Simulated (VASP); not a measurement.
Ag: single point with PBE

Crystal: Ag.

```xyz
1
Lattice="0.0000 2.0706 2.0706 2.0706 0.0000 2.0706 2.0706 2.0706 0.0000" Properties=species:S:1:pos:R:3 pbc="T T T"
Ag    0.0000    0.0000    0.0000
```

```yaml
Program: VASP 6.6.1
Task: single point
Functional: PBE
Potentials_or_basis: VASP PAW PBE potentials, release 64 (Ag)
Cutoff: 500 eV
k_mesh: 7 × 7 × 7
Occupations: fermi-dirac, width 0.025 eV
Spin: no spin polarisation
```

| Quantity | Value |
| --- | --- |
| Pressure | -0.1 GPa |

Levels at points of the mesh, in eV from the Fermi level:
| k point | band 2 | band 3 | band 4 | band 5 | band 6 | band 7 | band 8 | band 9 | band 10 | band 11 |
| --- | --- | --- | --- | --- | --- | --- | --- | --- | --- | --- |
| (0.00, 0.00, 0.00) | -5.11 | -5.11 | -5.11 | -4.15 | -4.15 | 15.48 | 18.82 | 18.82 | 18.82 | 23.54 |

Wall time 2.2 s on 1 thread of Intel(R) Xeon(R) 6975P-C (Granite Rapids) (shared host), peak memory 0.13 GiB.

Caveat: the k points lie up to 0.38 Å⁻¹ apart.
